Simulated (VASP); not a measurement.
A run of VASP 6.6.1 is set up as follows.

The input INCAR:

```
SYSTEM = TaN
PREC = Accurate
ENCUT = 520
EDIFF = 1E-7
ISMEAR = 0
SIGMA = 0.1
LREAL = .False.
LASPH = .True.
NELM = 80
ALGO = Normal
ISIF = 2
LWAVE = .False.
LCHARG = .False.
GGA = PE
NBANDS = 15
```

The input KPOINTS:

```
Automatic mesh
0
Gamma
  6 6 6
  0 0 0
```

Contents of POSCAR:

```
TaN
1.0
   -1.5471000763      2.2087566643      1.5778517525
    1.5471000763     -2.2087566643      1.5778517525
    1.5471000763      2.2087566643     -1.5778517525
Ta N
1 1
Direct
    0.0000000000      0.0000000000      0.0000000000
    0.5000000000      0.0000000000      0.5000000000
```

Potentials or basis: VASP PAW PBE potentials, release 64 (Ta_pv, N).

Launch:

```sh
$ cat potpaw_PBE.64/Ta_pv/POTCAR potpaw_PBE.64/N/POTCAR > POTCAR
$ mpirun -np 1 vasp_std > vasp.out
```

Q: Predict the band gap on the k mesh.

A: Zero (band 8 reaches 11.18 eV, above the bottom of band 9 at 7.31 eV).

Q: What does it give for the pressure?

A: 0.9 GPa.

Stress tensor (GPa, compression positive):
```
0.87 0.00 0.00
0.00 1.10 0.00
0.00 0.00 0.76
```

Caveat: the k points lie up to 0.47 Å⁻¹ apart; spin-orbit coupling is left out, which moves the levels of the heavy elements.
